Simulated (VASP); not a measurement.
**Tc: single point with PBE**

Tc:

```xyz
1
Lattice="0.0000 1.9373 1.9373 1.9373 0.0000 1.9373 1.9373 1.9373 0.0000" Properties=species:S:1:pos:R:3 pbc="T T T"
Tc    0.0000    0.0000    0.0000
```

```yaml
Program: VASP 6.6.1
Task: single point
Functional: PBE
Potentials_or_basis: VASP PAW PBE potentials, release 64 (Tc_pv)
Cutoff: 520 eV
k_mesh: 15 × 15 × 15
Occupations: fermi-dirac, width 0.136057 eV
Spin: no spin polarisation
Dipole_correction: no
Further_INCAR_settings: ALGO = Normal; EDIFF = 1e-07; NBANDS = 12
```

The pressure is -1.1 GPa.

Levels at points of the mesh, in eV from the Fermi level:
| k point | band 3 | band 4 | band 5 | band 6 | band 7 | band 8 | band 9 | band 10 | band 11 | band 12 |
| --- | --- | --- | --- | --- | --- | --- | --- | --- | --- | --- |
| (0.00, 0.00, 0.00) | -38.35 | -7.42 | -1.75 | -1.75 | -1.75 | 0.83 | 0.83 | 14.04 | 19.57 | 19.57 |

It took 7.2 s on 1 thread of Intel(R) Xeon(R) 6975P-C (Granite Rapids), with other jobs on the host, peak memory 0.13 GiB.
